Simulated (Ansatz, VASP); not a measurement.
**One calculation of MoS2, two programs**

```
S Mo
1.0
     3.15464    0.00000    0.00000
    -1.57732    2.73200    0.00000
     0.00000    0.00000   23.13553
S Mo
2 1
Direct
  0.33333 0.66667 0.43224
  0.33333 0.66667 0.56776
  0.00000 0.00000 0.50000
```

Alike in both runs: functional PBE; dispersion D3(BJ); k mesh 9 × 9 × 1; occupations gaussian, width 0.05 eV; no spin polarisation.

Ansatz relaxed the structure, and its values are those at the end. VASP's run is a single point on that final structure, the one shown.

|  | VASP | Ansatz |
| --- | --- | --- |
| version | VASP 6.6.1 | Ansatz 0.2.0 |
| potentials or method | VASP PAW PBE potentials, release 64 (S, Mo_sv), cutoff 520 eV | scalar-relativistic, plane waves, PAW |
| valence electrons in the cell | 26 | 26 |

Ansatz gave:

| Quantity | Value |
| --- | --- |
| gap on the k mesh at the Fermi level (eV) | 1.78 |
| rms of the force components (eV/Å) | 0.005 |

Question: Estimate VASP's values.

Answer: gap on the k mesh at the Fermi level (eV): 1.78; rms of the force components (eV/Å): 0.010.
